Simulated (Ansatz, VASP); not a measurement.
## One calculation of P, two programs

```
P
1.0
     0.00000    1.93781    1.93781
     1.93781    0.00000    1.93781
     1.93781    1.93781    0.00000
P
1
Direct
  0.00000 0.00000 0.00000
```

Alike in both runs: functional PBE; k mesh 18 × 18 × 18; occupations fermi-dirac, width 0.1 eV; no spin polarisation.

Ansatz relaxed the structure, and its values are those at the end. VASP's run is a single point on that final structure, the one shown.

|  | VASP | Ansatz |
| --- | --- | --- |
| version | VASP 6.6.1 | Ansatz 0.2.0 |
| potentials or method | VASP PAW PBE potentials, release 64 (P) | PAW with Ansatz's default frozen-core files, scalar-relativistic |
| plane-wave cutoff (eV) | 520 | 420 |
| valence electrons in the cell | 5 | 5 |

VASP gave:

```
pressure (GPa) : -0.2
```

**Question.** What did Ansatz give for the same quantities?

**Answer.** Pressure (GPa): 0.0.
